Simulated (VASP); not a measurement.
Write the native input for VASP 6.6.1 that does the following.

```
Task                   : single point
Functional             : PBE
Potentials or basis    : VASP PAW PBE potentials, release 64 (Al, H)
Cutoff                 : 520 eV
k mesh                 : 5 × 4 × 1
Occupations            : gaussian, width 0.1 eV
Spin                   : no spin polarisation
Dipole correction      : yes
Further INCAR settings : LREAL = Auto; ALGO = Normal; EDIFF = 1e-06; NBANDS = 40
```

The structure of Al8H lies in POSCAR:

```
Al8H
1.0
    5.7135165837      0.0000000000      0.0000000000
    0.0000000000      8.0801326415      0.0000000000
    0.0000000000      0.0000000000     22.2432786975
Al H
16 2
Direct
    0.2500000000      0.2500000000      0.1798296040
    0.2500000000      0.7500000000      0.1798296040
    0.7500000000      0.2500000000      0.1798296040
    0.7500000000      0.7500000000      0.1798296040
    0.0000000000      0.0000000000      0.2440458181
    0.0000000000      0.5000000000      0.2440458181
    0.5000000000      0.0000000000      0.2440458181
    0.5000000000      0.5000000000      0.2440458181
    0.2500000000      0.2500000000      0.3102598702
    0.2500000000      0.7500000000      0.3102598702
    0.7500000000      0.2500000000      0.3102598702
    0.7500000000      0.7500000000      0.3102598702
    0.0000000000      0.0000000000      0.3705963860
    0.0000000000      0.5000000000      0.3705963860
    0.5000000000      0.0000000000      0.3705963860
    0.5000000000      0.5000000000      0.3705963860
    0.2500000000      0.0860175434      0.4195999531
    0.2500000000      0.4139824566      0.4195999531
```

The input as run:

INCAR

```
SYSTEM = Al8H
  ALGO = Normal
  DIPOL = 0.5 0.5 0.292
  EDIFF = 1E-6
  ENCUT = 520
  GGA = PE
  IDIPOL = 3
  ISIF = 2
  ISMEAR = 0
  LASPH = .True.
  LCHARG = .True.
  LDIPOL = .True.
  LELF = .True.
  LREAL = Auto
  LVACPOTAV = .True.
  LVHAR = .True.
  LWAVE = .False.
  NBANDS = 40
  NELM = 100
  PREC = Accurate
  SIGMA = 0.1
```

KPOINTS

```
k-points
0
Gamma
  5 4 1
  0 0 0
```

Potentials or basis: VASP PAW PBE potentials, release 64 (Al, H).

Launch:

```sh
$ cat potpaw_PBE.64/Al/POTCAR potpaw_PBE.64/H/POTCAR > POTCAR
$ mpirun -np 1 vasp_std > vasp.out
```

It gave:

| Property | Result |
| --- | --- |
| Largest force | 0.742 eV/Å |
| Band gap on the k mesh | zero (band 25 reaches -0.45 eV, above the bottom of band 26 at -1.14 eV) |

It took 8.6 min on 1 thread of AMD EPYC 9R45 96-Core Processor (Zen 5), on a shared host, peak memory 0.86 GiB.
